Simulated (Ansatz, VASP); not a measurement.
# WC in VASP and in Ansatz

```
W C
1.0
     2.89916    0.00000    0.00000
    -1.44958    2.51074    0.00000
     0.00000    0.00000    2.82761
W C
1 1
Direct
  0.00000 0.00000 0.00000
  0.66667 0.33333 0.50000
```

Alike in both runs: functional PBEsol; k mesh 12 × 12 × 11; occupations fermi-dirac, width 0.1 eV; no spin polarisation.

Ansatz relaxed the structure, and its values are those at the end. VASP's run is a single point on that final structure, the one shown.

|  | VASP | Ansatz |
| --- | --- | --- |
| version | VASP 6.6.1 | Ansatz 0.2.0 |
| potentials or method | VASP PAW PBE potentials, release 64 (W_sv, C), cutoff 520 eV | PAW plane waves |
| valence electrons in the cell | 18 | 18 |

Ansatz gave:

| Quantity | Value |
| --- | --- |
| gap on the k mesh at the Fermi level (eV) | none |
| pressure (GPa) | 0.0 |

Estimate VASP's values.

gap on the k mesh at the Fermi level (eV): none; pressure (GPa): 1.2.

VASP's potentials were made for PBE, not for PBEsol, and Ansatz warns of the same on its side. A gap of «none» marks a metal or a gap that the smearing closes. With one functional, cell and mesh, what is left measures potentials, basis and numerics.

Spin-orbit coupling is off throughout.
